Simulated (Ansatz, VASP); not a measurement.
## PtSe2 in VASP and in Ansatz

```
Pt Se
1.0
     3.72400    0.00000    0.00000
    -1.86200    3.22508    0.00000
     0.00000    0.00000    5.06200
Pt Se
1 2
Direct
  0.00000 0.00000 0.00000
  0.66667 0.33333 0.75000
  0.33333 0.66667 0.25000
```

Alike in both runs: task relaxation of cell and atoms; functional revPBE; k mesh 8 × 8 × 5; occupations fermi-dirac, width 0.05 eV; no spin polarisation.

```csv
,VASP,Ansatz
version,VASP 6.6.1,Ansatz 0.2.0
potentials or method,"VASP PAW PBE potentials, release 64 (Pt, Se)",Ansatz PAW
plane-wave cutoff (eV),600,420
valence electrons in the cell,22,50
```

Ansatz gave:

| Item | Value |
| --- | --- |
| gap on the k mesh at the Fermi level, each at its own relaxed structure (eV) | 1.32 |
| relaxed volume (Å³/atom) | 33.59 |
| relaxed cell length with the largest relative difference (Å) | 8.181 |

**Question.** Estimate VASP's values.

**Answer.** gap on the k mesh at the Fermi level, each at its own relaxed structure (eV): 1.20; relaxed volume (Å³/atom): 30.70; relaxed cell length with the largest relative difference (Å): 7.478.

VASP's potentials were made for PBE, not for revPBE. One of these differences is far larger than is usual between the two programs; its cause wasn't traced. VASP's potentials hold 22 valence electrons a cell and Ansatz's 50, so a difference there can come from the potentials and not from the codes.

Neither program's run includes spin-orbit coupling. Noted on VASP's run: the volume moved by over 15 % at a fixed basis, so the end points are rough. Noted on Ansatz's run: the volume moved by over 15 % at a fixed basis, so the end points are rough; odd divisions of the mesh miss points on the zone boundary, where band edges often lie, so the gap on the mesh can be too wide; the plane-wave basis is chosen anew once the cell has moved, so the energies of steps on either side of that aren't comparable.
